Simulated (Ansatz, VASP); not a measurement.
## GdRe: VASP beside Ansatz

```
Gd Re
1.0
     3.49838    0.00000    0.00000
     0.00000    3.49838    0.00000
     0.00000    0.00000    3.49838
Gd Re
1 1
Direct
  0.00000 0.00000 0.00000
  0.50000 0.50000 0.50000
```

Alike in both runs: task single point; functional PBE; k mesh 8 × 8 × 8; occupations gaussian, width 0.05 eV; collinear spin; Hubbard terms Gd f U = 6.0 eV.

|  | VASP | Ansatz |
| --- | --- | --- |
| version | VASP 6.6.1 | Ansatz 0.2.0 |
| potentials or method | VASP PAW PBE potentials, release 64 (Gd, Re), cutoff 520 eV | scalar-relativistic, plane waves, PAW |
| valence electrons in the cell | 25 | 33 |

|  | VASP | Ansatz | Ansatz less VASP |
| --- | --- | --- | --- |
| gap on the k mesh at the Fermi level (eV) | none | none | - |
| pressure (GPa) | -2.1 | -2.2 | -0.08 |
| net moment per atom (μB) | 3.57 | 3.55 | -0.024 |
| size of the moment on the site where the two differ most (μB) | 6.92 | 7.09 | +0.168 |

Site moments also hang on the region over which each program counts them. The programs project onto different local orbitals, so the same U acts differently, and such runs can settle in different states. A gap of «none» marks a metal or a gap that the smearing closes. VASP's potentials hold 25 valence electrons a cell and Ansatz's 33, so a difference there can come from the potentials and not from the codes. Ansatz's warnings: filled band counts differ across k points.

Spin-orbit coupling is off throughout.
